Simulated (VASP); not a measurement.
# CsN (P-6m2) in VASP: single point with PBE

Aim: the single point of CsN with PBE.

Program: VASP 6.6.1. These are calculated values, not measurements. Logs are shortened: lines on timing, memory, paths and dates and some standing lists are left out, and cuts for length are marked.

## 1. The cell of the first run

The structure is hexagonal, space group P-6m2 (No. 187). The conventional cell has a = 4.389 Å, b = 4.389 Å, c = 4.228 Å, α = 90.00°, β = 90.00°, γ = 120.00°. Within 4.3 Å of Cs (site symmetry -6m2) lie 6 N at 3.30 Å and 2 Cs at 4.23 Å. Within 4.3 Å of N (site symmetry -6m2) lie 6 Cs at 3.30 Å and 2 N at 4.23 Å.

## 2. Single point, PBE

INCAR reads:

```
  PREC = Accurate
  ENCUT = 520
  EDIFF = 1E-7
  ISMEAR = 0
  SIGMA = 0.1
  LREAL = False
  LASPH = True
  NELM = 80
  ALGO = Normal
  ISIF = 2
  LWAVE = False
  LCHARG = False
  GGA = PE
  NBANDS = 14
```

KPOINTS reads:

```
regular mesh
0
Gamma
  6 6 4
```

POSCAR reads:

```
CsN
1.0
    4.3890000000      0.0000000000      0.0000000000
   -2.1945000000      3.8009855000      0.0000000000
    0.0000000000      0.0000000000      4.2279512800
Cs N
1 1
Direct
    0.6666666700      0.3333333300      0.5000000000
    0.0000000000      0.0000000000      0.0000000000
```

Potentials or basis: VASP PAW PBE potentials, release 64 (Cs_sv, N).

Run with:

```console
$ cat potpaw_PBE.64/Cs_sv/POTCAR potpaw_PBE.64/N/POTCAR > POTCAR
$ mpirun -np 1 vasp_std > vasp.out
```

OUTCAR:

```text
PREC = Accurate
   ENCUT = 520
   EDIFF = 1E-7
   ISMEAR = 0
   LREAL = False
   LASPH = True
   NELM = 80
   ISIF = 2
   GGA = PE

 ion  position               nearest neighbor table
   1  0.667  0.333  0.500-
   2  0.000  0.000  0.000-

  LATTYP: Found a hexagonal cell.
 ALAT       =     4.3890000000
 C/A-ratio  =     0.9633062839

  Lattice vectors:

 A1 = (   4.3890000000,   0.0000000000,   0.0000000000)
 A2 = (  -2.1945000000,   3.8009855000,   0.0000000000)
 A3 = (   0.0000000000,   0.0000000000,   4.2279512800)

Analysis of symmetry for initial positions (statically):
=====================================================================
 Subroutine PRICEL returns:
 Original cell was already a primitive cell.

 Routine SETGRP: Setting up the symmetry group for a
 hexagonal supercell.

 Subroutine GETGRP returns: Found 12 space group operations
 (whereof 12 operations were pure point group operations)
 out of a pool of 24 trial point group operations.

The static configuration has the point symmetry D_3h.

Analysis of symmetry for dynamics (positions and initial velocities):
=====================================================================
 Subroutine PRICEL returns:
 Original cell was already a primitive cell.

 Routine SETGRP: Setting up the symmetry group for a
 hexagonal supercell.

 Subroutine GETGRP returns: Found 12 space group operations
 (whereof 12 operations were pure point group operations)
 out of a pool of 24 trial point group operations.

The dynamic configuration has the point symmetry D_3h.

 Subroutine INISYM returns: Found 12 space group operations
 (whereof 12 operations are pure point group operations),
 and found     1 'primitive' translations

----------------------------------------------------------------------------------------

                                     Primitive cell

  volume of cell :      70.5329

  direct lattice vectors                    reciprocal lattice vectors
     4.389000000  0.000000000  0.000000000     0.227842333  0.131544832  0.000000000
    -2.194500000  3.800985500  0.000000000     0.000000000  0.263089665  0.000000000
     0.000000000  0.000000000  4.227951280     0.000000000  0.000000000  0.236521174

  length of vectors
     4.389000000  4.389000002  4.227951280     0.263089665  0.263089665  0.236521174

  position of ions in fractional coordinates (direct lattice)
     0.666666670  0.333333330  0.500000000
     0.000000000  0.000000000  0.000000000

  ion indices of the primitive-cell ions
   primitive index   ion index
                 1           1
                 2           2

----------------------------------------------------------------------------------------

 KPOINTS: regular mesh

Automatic generation of k-mesh.
 Grid dimensions read from file:
 generate k-points for:    6    6    4

 Generating k-lattice:

  Cartesian coordinates                     Fractional coordinates (reciprocal lattice)
     0.037973722  0.021924139  0.000000000     0.166666667  0.000000000  0.000000000
     0.000000000  0.043848277  0.000000000     0.000000000  0.166666667  0.000000000
     0.000000000  0.000000000  0.059130293     0.000000000  0.000000000  0.250000000

  Length of vectors
     0.043848277  0.043848277  0.059130293

  Shift w.r.t. Gamma in fractional coordinates (k-lattice)
     0.000000000  0.000000000  0.000000000

 Subroutine IBZKPT returns following result:
 ===========================================

 Found     21 irreducible k-points:

 Following reciprocal coordinates:
            Coordinates               Weight
  0.000000  0.000000  0.000000      1.000000
  0.166667 -0.000000  0.000000      6.000000
  0.333333 -0.000000  0.000000      6.000000
  0.500000 -0.000000  0.000000      3.000000
  0.166667  0.166667  0.000000      6.000000
  0.333333  0.166667  0.000000     12.000000
[... 13 lines left out ...]
  0.333333  0.166667  0.500000     12.000000
  0.333333  0.333333  0.500000      2.000000
   k-points           NKPTS =     21   k-points in BZ     NKDIM =     21   number of bands    NBANDS=     14
   number of dos      NEDOS =    301   number of ions     NIONS =      2
   total plane-waves  NPLWV =  41472
   dimension x,y,z NGX =    36 NGY =   36 NGZ =   32
   dimension x,y,z NGXF=    72 NGYF=   72 NGZF=   64
   ions per type =               1   1
   NGX,Y,Z   is equivalent  to a cutoff of  13.64, 13.64, 12.58 a.u.
   NGXF,Y,Z  is equivalent  to a cutoff of  27.27, 27.27, 25.17 a.u.
 SYSTEM =  unknown system
   PREC   = accura    normal or accurate (medium, high low for compatibility)
   ISTART =      0    job   : 0-new  1-cont  2-samecut
   ICHARG =      2    charge: 1-file 2-atom 10-const
   ISPIN  =      1    spin polarized calculation?
   LNONCOLLINEAR =      F non collinear calculations
   LSORBIT =      F    spin-orbit coupling
   LASPH  =      T    aspherical Exc in radial PAW
   ENCUT  =  520.0 eV  38.22 Ry    6.18 a.u.   8.16  8.16  7.86*2*pi/ulx,y,z
   NELM   =     80;   NELMIN=  2; NELMDL= -5     # of ELM steps
   EDIFF  = 0.1E-06   stopping-criterion for ELM
   LREAL  =      F    real-space projection
   EDIFFG = 0.1E-05   stopping-criterion for IOM
   NSW    =      0    number of steps for IOM
   IBRION =     -1    ionic relax: 0-MD 1-quasi-New 2-CG
   NFREE  =      0    steps in history (QN), initial steepest desc. (CG)
   ISIF   =      2    stress and relaxation
   ISYM   =      2    0-nonsym 1-usesym 2-fastsym
   POTIM  = 0.5000    time-step for ionic-motion
   TEBEG  =    0.0;   TEEND  =   0.0 temperature during run
   PSTRESS=    0.0 pullay stress
   NELECT =      14.0000    total number of electrons
   NUPDOWN=      -1.0000    fix difference up-down
   EMIN   =  10.00;   EMAX   =-10.00  energy-range for DOS
   EFERMI =   0.00;   METHOD = LEGACY
   ISMEAR =     0;   SIGMA  =   0.10  broadening in eV -4-tet -1-fermi 0-gaus
   EFERMI_NEDOS =   21; number of points for ismear=-14 and -15
   IALGO  =     38    algorithm
   IMIX   =      4    mixing-type and parameters
     AMIX     =   0.40;   BMIX     =  1.00
     AMIX_MAG =   1.60;   BMIX_MAG =  1.00
  volume/ion in A,a.u.               =      35.27       237.99
  Fermi-wavevector in a.u.,A,eV,Ry     =   0.954964  1.804620 12.407913  0.911956
  Thomas-Fermi vector in A             =   2.083758
   LORBIT       =      0    0 simple, 1 ext, 2 COOP (PROOUT), +10 PAW based schemes
   GGA     = PE    functional components
   LHFCALC =     F    Hartree Fock is set to
   AEXX    =    0.0000 exact exchange contribution
   IVDW    =     0    specifies the selected vdW correction
   LEPSILON=     F    determine dielectric tensor
   LRPA    =     F    only Hartree local field effects (RPA)
 non-spin polarized calculation
 Gauss-broadening in eV      SIGMA  =   0.10
  energy-cutoff  :      520.00
  volume of cell :       70.53
 maximum number of plane-waves:      1912
 NGX is ok and might be reduce to    36
   NGX = 17   NGY = 17   NGZ = 15

 number of electron      13.9999998 magnetization

 Free energy of the ion-electron system (eV)
  ---------------------------------------------------
  ext. energy  EPLUGINS =         0.00000000
  ---------------------------------------------------
  free energy    TOTEN  =        -5.34963526 eV

  energy without entropy =       -5.28840948  energy(sigma->0) =       -5.31902237

 E-fermi :  -0.2527     XC(G=0):  -7.5695

 val. band max:       -0.2626851237   @ k =   0.1667  -0.0000   0.5000
 cond. band min:      -0.2340601939   @ k =   0.1667  -0.0000   0.2500
 fundamental gap:      0.0286249297
 Fermi energy:        -0.2527393160

 k-point     1 :       0.0000    0.0000    0.0000
  band No.  band energies     occupation
      1     -20.9788      2.00000
      2     -11.5478      2.00000
      3      -7.4846      2.00000
      4      -7.4805      2.00000
      5      -7.4805      2.00000
      6      -0.2223      0.66718
      7      -0.2223      0.66718
      8       0.0461      0.00002
      9       3.0853      0.00000
     10       4.3388      0.00000
     11       6.5754      0.00000
     12       6.5754      0.00000
     13       8.8568      0.00000
     14       8.8568      0.00000

 k-point     2 :       0.1667   -0.0000    0.0000
  band No.  band energies     occupation
      1     -20.9595      2.00000
      2     -11.5775      2.00000
      3      -7.5983      2.00000
      4      -7.5302      2.00000
      5      -7.4496      2.00000
      6      -0.4338      1.98954
      7      -0.1841      0.33193
      8      -0.0438      0.00312
      9       3.7297      0.00000
     10       4.6399      0.00000
     11       6.0183      0.00000
     12       6.9844      0.00000
     13       8.4468      0.00000
     14       8.6619      0.00000

 k-point     3 :       0.3333   -0.0000    0.0000
  band No.  band energies     occupation
      1     -20.9203      2.00000
      2     -11.6402      2.00000
      3      -7.8165      2.00000
      4      -7.6262      2.00000
      5      -7.3778      2.00000
      6      -0.7182      2.00000
      7      -0.2220      0.66414
      8      -0.1198      0.06001
      9       4.2413      0.00000
     10       5.3668      0.00000
     11       6.2684      0.00000
     12       7.7793      0.00000
     13       8.1419      0.00000
     14       8.3326      0.00000
[... 273 lines left out ...]
 k-point    20 :       0.3333    0.1667    0.5000
  band No.  band energies     occupation
      1     -20.8480      2.00000
      2     -11.5385      2.00000
      3      -8.0623      2.00000
      4      -7.9876      2.00000
      5      -7.6674      2.00000
      6      -0.7498      2.00000
      7      -0.4211      1.98275
      8      -0.1427      0.11956
      9       5.2083      0.00000
     10       5.5040      0.00000
     11       7.2267      0.00000
     12       7.6121      0.00000
     13       9.8485      0.00000
     14      10.2810      0.00000

 k-point    21 :       0.3333    0.3333    0.5000
  band No.  band energies     occupation
      1     -20.8392      2.00000
      2     -11.5100      2.00000
      3      -8.0258      2.00000
      4      -7.9672      2.00000
      5      -7.8865      2.00000
      6      -0.9248      2.00000
      7      -0.3408      1.78721
      8      -0.0268      0.00140
      9       5.7694      0.00000
     10       6.1290      0.00000
     11       6.3863      0.00000
     12       7.7124      0.00000
     13       8.7020      0.00000
     14      10.6631      0.00000

------------------------ aborting loop because EDIFF is reached ----------------------------------------

  FORCE on cell =-STRESS in cart. coord.  units (eV):
  Direction    XX          YY          ZZ          XY          YZ          ZX
  --------------------------------------------------------------------------------------
  -------------------------------------------------------------------------------------
  Total       -0.6488741     -0.6488741     -1.3547493      0.0000000      0.0000000      0.0000000
  in kB      -14.7393810    -14.7393810    -30.7735611      0.0000000      0.0000000      0.0000000
  external PRESSURE =     -20.0841077 kB  Pullay stress =       0.0000000 kB

 VOLUME and BASIS-vectors are now :
 -----------------------------------------------------------------------------
  energy-cutoff  :      520.00
  volume of cell :       70.53
      direct lattice vectors                 reciprocal lattice vectors
     4.389000000  0.000000000  0.000000000     0.227842333  0.131544832  0.000000000
    -2.194500000  3.800985500  0.000000000     0.000000000  0.263089665  0.000000000
     0.000000000  0.000000000  4.227951280     0.000000000  0.000000000  0.236521174

 POSITION                                       TOTAL-FORCE (eV/Angst)
 -----------------------------------------------------------------------------------
      2.19450      1.26700      2.11398        -0.000000      0.000000      0.000000
      0.00000      0.00000      0.00000         0.000000      0.000000      0.000000
 -----------------------------------------------------------------------------------
    total drift:                               -0.000012      0.000007     -0.000000

  FREE ENERGIE OF THE ION-ELECTRON SYSTEM (eV)
  ---------------------------------------------------
  free  energy   TOTEN  =        -5.3496352640 eV

  energy  without entropy=       -5.2884094753  energy(sigma->0) =       -5.31902237
```

It took 28 s on 1 thread of AMD EPYC 7R43 (Zen 3), shared host; peak memory 0.16 GiB.

What came out:

```
Free energy            : -5.3496 eV
Pressure               : -2.0 GPa
Band gap on the k mesh : zero (band 7 reaches -0.18 eV, above the bottom of band 8 at -0.43 eV)
```

Levels at points of the mesh, in eV from the Fermi level:
| k point | band 3 | band 4 | band 5 | band 6 | band 7 | band 8 | band 9 | band 10 | band 11 | band 12 |
| --- | --- | --- | --- | --- | --- | --- | --- | --- | --- | --- |
| (0.00, 0.00, 0.00) | -7.23 | -7.23 | -7.23 | 0.03 | 0.03 | 0.30 | 3.34 | 4.59 | 6.83 | 6.83 |
| (0.50, 0.00, 0.00) | -7.66 | -7.42 | -7.09 | -0.57 | -0.06 | 0.16 | 4.29 | 6.05 | 7.57 | 7.75 |
| (0.00, 0.00, 0.50) | -7.41 | -7.14 | -7.14 | -0.70 | 0.02 | 0.02 | 5.06 | 6.39 | 6.39 | 6.96 |
| (0.50, 0.00, 0.50) | -7.90 | -7.74 | -7.31 | -0.22 | -0.22 | -0.17 | 5.13 | 5.52 | 8.03 | 9.38 |

Caveat: the k points lie up to 0.37 Å⁻¹ apart; spin-orbit coupling is left out, which moves the levels of the heavy elements.
